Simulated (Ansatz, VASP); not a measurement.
## One calculation of SiC5, two programs

```
Si C
1.0
     3.58423    0.00000    0.00000
    -1.79212    3.10404    0.00000
     0.00000    0.00000    7.22320
Si C
1 5
Direct
  0.00000 0.00000 0.50000
  0.00000 0.77456 0.00000
  0.77456 0.00000 0.00000
  0.22544 0.22544 0.00000
  0.33333 0.66667 0.50000
  0.66667 0.33333 0.50000
```

Alike in both runs: functional PBE; k mesh 6 × 6 × 4; occupations gaussian, width 0.1 eV; no spin polarisation.

Ansatz relaxed the structure, and its values are those at the end. VASP's run is a single point on that final structure, the one shown.

|  | VASP | Ansatz |
| --- | --- | --- |
| version | VASP 6.6.1 | Ansatz 0.2.0 |
| potentials or method | VASP PAW PBE potentials, release 64 (Si, C), cutoff 520 eV | scalar-relativistic, plane waves, PAW |
| valence electrons in the cell | 24 | 24 |

VASP gave:

- gap on the k mesh at the Fermi level (eV): none
- pressure (GPa): 0.4
- rms of the force components (eV/Å): 0.077

Problem. Which values does Ansatz return?

Solution. gap on the k mesh at the Fermi level (eV): none; pressure (GPa): 0.1; rms of the force components (eV/Å): 0.001.

A gap of «none» marks a metal or a gap that the smearing closes.
